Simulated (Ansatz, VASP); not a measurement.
One calculation of Bi, two programs

```
CELL_PARAMETERS angstrom
0.00000 2.29960 2.29960
2.29960 0.00000 2.29960
2.29960 2.29960 0.00000
ATOMIC_POSITIONS crystal
Bi 0.00000 0.00000 0.00000
```

Alike in both runs: task relaxation of cell and atoms; functional PBEsol; k mesh 8 × 8 × 8; occupations gaussian, width 0.1 eV; no spin polarisation.

```csv
,VASP,Ansatz
version,VASP 6.6.1,Ansatz 0.2.0
potentials or method,"VASP PAW PBE potentials, release 64 (Bi_d), cutoff 600 eV","scalar-relativistic, plane waves, PAW"
valence electrons in the cell,15,15
```

|  | VASP | Ansatz | Ansatz less VASP |
| --- | --- | --- | --- |
| gap on the k mesh at the Fermi level, each at its own relaxed structure (eV) | none | none | - |
| relaxed volume (Å³/atom) | 30.19 | 30.15 | -0.047 |
| relaxed cell length with the largest relative difference (Å) | 3.495 | 3.493 | -0.0018 |

VASP's potentials were made for PBE, not for PBEsol. A gap of «none» marks a metal or a gap that the smearing closes.

Spin-orbit coupling is off throughout. Noted on VASP's run: the volume moved by over 15 % at a fixed basis, so the end points are rough.
